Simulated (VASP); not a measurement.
The system is KBr.

```
K Br
1.0
     3.97587    0.00000    0.00000
     0.00000    3.97587    0.00000
     0.00000    0.00000    3.76793
K Br
1 1
Direct
  0.00000 0.00000 0.00000
  0.50000 0.50000 0.50000
```

This cell differs from its parent crystal: uniaxial z strain -5.2%.

Base run:

```yaml
Program: VASP 6.6.1
Functional: r2SCAN
Potentials_or_basis: VASP PAW PBE potentials, release 64 (K_sv, Br)
Cutoff: 520 eV
k_mesh: 6 × 6 × 6
Occupations: gaussian, width 0.01 eV
Spin: no spin polarisation
```

Its results: band gap on the k mesh 4.72 eV (least direct gap 4.97 eV); pressure 1.2 GPa.

**Question.** The run is repeated on the same cell with these changes: functional from r2SCAN to HSE06; k mesh from 6 × 6 × 6 to 4 × 4 × 4. What comes out?

**Answer.** Band gap on the k mesh 5.14 eV (least direct gap 5.41 eV); pressure 1.7 GPa.

Several settings changed at once.

Caveats: the PAW data sets were made with another functional, which shifts forces and pressure a little.

A k mesh can miss the band edges.
